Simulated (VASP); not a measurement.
Runs of VASP 6.6.1 on CdS. The structure is that of space group F-43m (No. 216), or close to it. The cells are those of the table. 

```csv
level,cell,k mesh,smearing,grid for exact exchange (PRECFOCK),screening parameter,gap on the mesh (eV),pressure (GPa)
PBE,"a = 4.161 Å, angles 59.6°, 2 atoms",8 × 8 × 8,fermi-dirac 0.02 eV,-,-,1.10,2.1
r2SCAN,"a = 4.198 Å, angles 59.3°, 2 atoms",8 × 8 × 8,gaussian 0.01 eV,-,-,1.48,-0.6
r2SCAN,"a = 4.157, b = 4.157, c = 4.123 Å, angles 60.3, 60.3, 60.5°, 2 atoms",8 × 8 × 8,gaussian 0.01 eV,-,-,(d),0.3
PBE,"a = 4.157, b = 4.157, c = 4.123 Å, angles 60.3, 60.3, 60.5°, 2 atoms",8 × 8 × 8,fermi-dirac 0.02 eV,-,-,1.06,1.7
HSE06,"a = 4.161 Å, angles 59.6°, 2 atoms",6 × 6 × 6,gaussian 0.01 eV,Normal,0.2079 1/Å,2.11,0.9
PBE,"a = 4.198 Å, angles 59.3°, 2 atoms",8 × 8 × 8,fermi-dirac 0.02 eV,-,-,1.04,(a)
r2SCAN,"a = 4.161 Å, angles 59.6°, 2 atoms",8 × 8 × 8,gaussian 0.01 eV,-,-,(b),(c)
```

Alike in all rows: task single point; potentials or basis VASP PAW PBE potentials, release 64 (Cd, S); no spin polarisation; cutoff (eV) 520.

Fill in the values left out.

(a) 0.8; (b) 1.54; (c) 0.7; (d) 1.50.

Caveats: the PAW data sets were made with another functional, which shifts forces and pressure a little (some runs).

A k mesh can miss the band edges, and the runs leave out spin-orbit coupling on Cd.
